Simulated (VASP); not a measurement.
Runs of VASP 6.6.1 on S. The structure is that of space group Pm-3m (No. 221), or close to it. The cells are those of the table. This isn't the form of S at room conditions, which is orthorhombic, of S8 rings.

```tsv
task	cell	cutoff (eV)	gap on the mesh (eV)	pressure (GPa)
single point	a = 2.224 Å, 1 atom	520	none	69.7
relaxation of cell and atoms	relaxed to 69 GPa from a = 2.224 Å, 1 atom	600	none	69.0
single point	a = 2.225 Å, 1 atom	520	none	(a)
relaxation of cell and atoms	relaxed to 69 GPa from a = 2.216 Å, 1 atom	600	none	69.0
```

Alike in all rows: level PBEsol; potentials or basis VASP PAW PBE potentials, release 64 (S); no spin polarisation; k mesh 16 × 16 × 16; smearing fermi-dirac 0.1 eV.

Estimate the missing entries.

(a) 69.5.

Caveats: the PAW data sets were made with another functional, which shifts forces and pressure a little; the cell stands under pressure (at least some runs); the cell is relaxed towards a set pressure, so the run minimises the enthalpy, not the energy (at least some runs).

A gap of «none» marks levels without a gap at the run's occupations.
